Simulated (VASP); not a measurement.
**HfO2: single point with BLYP+D3(BJ)**

Crystal: HfO2.

```
CELL_PARAMETERS angstrom
5.13650 0.00000 0.00000
0.00000 5.21317 0.00000
0.00000 0.00000 4.94548
ATOMIC_POSITIONS crystal
Hf 0.22271 0.78121 0.27112
Hf 0.72271 0.71879 0.72888
Hf 0.77729 0.21879 0.27112
Hf 0.27729 0.28121 0.72888
O 0.18598 0.16449 0.10404
O 0.68598 0.33551 0.89596
O 0.81402 0.83551 0.10404
O 0.31402 0.66449 0.89596
O 0.00000 0.50000 0.48994
O 0.50000 0.00000 0.51006
O 0.00000 0.00000 0.57672
O 0.50000 0.50000 0.42328
```

- Program: VASP 6.6.1
- Task: single point
- Functional: BLYP
- Dispersion: D3(BJ)
- Potentials or basis: VASP PAW PBE potentials, release 64 (Hf_pv, O)
- Cutoff: 520 eV
- k mesh: 5 × 5 × 6
- Occupations: fermi-dirac, width 0.05 eV
- Spin: no spin polarisation

| Property | Result |
| --- | --- |
| Pressure | -2.5 GPa |
| Largest force | 0.064 eV/Å |
| Band gap on the k mesh | 3.80 eV |
| Dispersion energy per atom | -0.536 eV |

Forces on the atoms (eV/Å):
```
Hf  -0.027  0.033  0.033
Hf  -0.027 -0.033 -0.033
Hf   0.027 -0.033  0.033
Hf   0.027  0.033 -0.033
O   -0.025 -0.042 -0.041
O   -0.025  0.042  0.041
O    0.025  0.042 -0.041
O    0.025 -0.042  0.041
O    0.000  0.000  0.001
O    0.000  0.000 -0.001
O    0.000  0.000 -0.057
O    0.000  0.000  0.057
```

Stress tensor (GPa, compression positive):
```
-2.35  0.00  0.00
 0.00 -2.55  0.00
 0.00  0.00 -2.50
```

Levels at points of the mesh, in eV from the valence-band top:
```
           k point  band 42  band 43  band 44  band 45  band 46  band 47
(0.00, 0.00, 0.00)    -0.26    -0.15    -0.14     4.06     4.57     4.97
(0.00, 0.00, 0.50)    -0.64    -0.03     0.00     3.80     4.81     5.37
```

Wall time 4.9 min on 1 thread of AMD EPYC 7R43 64-Core Processor (Zen 3) (shared host), peak memory 0.31 GiB.

Caveat: the PAW data sets were made with another functional, which shifts forces and pressure a little; spin-orbit coupling is left out, which moves the levels of the heavy elements. A k mesh can miss the band edges.
